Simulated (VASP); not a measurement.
Input of a VASP 6.6.1 run:

Contents of INCAR:

```
ALGO     = Normal         # electronic algorithm
EDIFF    = 1E-6           # SCF threshold, eV
ENCUT    = 500            # plane-wave cutoff, eV
GGA      = PS             # functional
GGA_COMPAT= False        
ISIF     = 2              # what is computed and relaxed
ISMEAR   = 1              # smearing method
LASPH    = True           # aspherical terms in the spheres
LCHARG   = True           # write CHGCAR
LELF     = True           # ELF
LREAL    = False          # projectors in reciprocal space
LVHAR    = True         
LWAVE    = False          # write WAVECAR
NBANDS   = 20             # bands
NELM     = 120            # most SCF steps
PREC     = Accurate       # precision mode
SIGMA    = 0.05           # smearing width, eV
```

The input KPOINTS:

```
k-points
0
Gamma
  6 6 4
```

The input POSCAR:

```
CdI2
1.0
    4.2483568949      0.0000000000      0.0000000000
   -2.1241784475      3.6791849954      0.0000000000
    0.0000000000      0.0000000000      6.8844151973
Cd I
1 2
Direct
    0.0000000000      0.0000000000      0.0000000000
    0.3333333333      0.6666666667      0.2495592320
    0.6666666667      0.3333333333      0.7504407680
```

Potentials or basis: VASP PAW PBE potentials, release 64 (Cd, I).

The run is started by

```bash
$ cat potpaw_PBE.64/Cd/POTCAR potpaw_PBE.64/I/POTCAR > POTCAR
$ mpirun -np 1 vasp_std > vasp.out
```

Question: Predict the pressure.

Answer: -0.5 GPa.

Question: Estimate the largest force.

Answer: 0.120 eV/Å.

Forces on the atoms (eV/Å):
```
Cd   0.000  0.000  0.000
I    0.000  0.000 -0.120
I    0.000  0.000  0.120
```

Caveat: the PAW data sets were made with another functional, which shifts forces and pressure a little; this functional lacks dispersion, which binds the layers, so the pressure and a relaxed spacing across them are unreliable.
